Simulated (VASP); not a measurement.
Wanted: the native input for a VASP 6.6.1 run.

```
Task                   : single point
Functional             : PBEsol
Potentials or basis    : VASP PAW PBE potentials, release 64 (Al, Co)
Cutoff                 : 520 eV
k mesh                 : 18 × 18 × 18
Occupations            : gaussian, width 0.1 eV
Spin                   : no spin polarisation
Dipole correction      : no
Further INCAR settings : ALGO = Fast; EDIFF = 1e-06; NBANDS = 13
```

The structure of AlCo lies in POSCAR:

```
AlCo
1.0
    2.9072631039      0.0000000000      0.0000000000
    0.0000000000      2.9072631039      0.0000000000
    0.0000000000      0.0000000000      2.7642806734
Al Co
1 1
Direct
    0.0000000000      0.0000000000      0.0000000000
    0.5000000000      0.5000000000      0.5000000000
```

This cell differs from its parent crystal: biaxial strain in the a-b plane: +3.0 %, then relaxed in part.

One way to write it, as run:

INCAR

```
SYSTEM = AlCo
  PREC = Accurate
  ENCUT = 520
  EDIFF = 1E-6
  ISMEAR = 0
  SIGMA = 0.1
  LREAL = .FALSE.
  LASPH = .TRUE.
  NELM = 100
  ALGO = Fast
  ISIF = 2
  LWAVE = .FALSE.
  LCHARG = .FALSE.
  GGA = PS
  NBANDS = 13
```

KPOINTS

```
regular mesh
0
G
  18 18 18
  0 0 0
```

Potentials or basis: VASP PAW PBE potentials, release 64 (Al, Co).

Command:

```console
$ cat potpaw_PBE.64/Al/POTCAR potpaw_PBE.64/Co/POTCAR > POTCAR
$ mpirun -np 1 vasp_std > vasp.out
```

Results of the run:

```
Pressure               : -6.5 GPa
Band gap on the k mesh : zero (bands 6 and 7 overlap by 2.68 eV)
```

Caveat: the cell differs from its parent crystal (biaxial strain in the a-b plane: +3.0 %, then relaxed in part); the cell stands under tension; the PAW data sets were made with another functional, which shifts forces and pressure a little; the run has no spin polarisation, though such a crystal can be magnetic.

Run time: 2.5 min on 1 thread of AMD EPYC 7R43 64-Core Processor (Zen 3) (shared host), peak memory 0.25 GiB.
